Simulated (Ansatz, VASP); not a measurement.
## MgO: VASP beside Ansatz

```
Mg O
1.0
     0.00000    2.10094    2.10094
     2.10094    0.00000    2.10094
     2.10094    2.10094    0.00000
Mg O
1 1
Direct
  0.00000 0.00000 0.00000
  0.50000 0.50000 0.50000
```

Alike in both runs: task single point; functional LDA; k mesh 10 × 10 × 10; occupations gaussian, width 0.02 eV; no spin polarisation.

|  | VASP | Ansatz |
| --- | --- | --- |
| version | VASP 6.6.1 | Ansatz 0.2.0 |
| potentials or method | VASP PAW LDA potentials, release 64 (Mg, O), cutoff 600 eV | scalar-relativistic, plane waves, PAW |
| valence electrons in the cell | 8 | 16 |

Ansatz gave:

| Property | Result |
| --- | --- |
| gap on the k mesh at the Fermi level (eV) | 4.73 |
| least direct gap on the mesh (eV) | 4.73 |
| pressure (GPa) | -4.8 |

Task: What did VASP give for the same quantities?

Result: gap on the k mesh at the Fermi level (eV): 4.73; least direct gap on the mesh (eV): 4.73; pressure (GPa): -6.9.

Ansatz warns that its potentials were made for another functional, while VASP's fit it. LDA's correlation is that of Perdew and Zunger in VASP and of Perdew and Wang (1992) in Ansatz. VASP's potentials hold 8 valence electrons a cell and Ansatz's 16, so a difference there can come from the potentials and not from the codes.
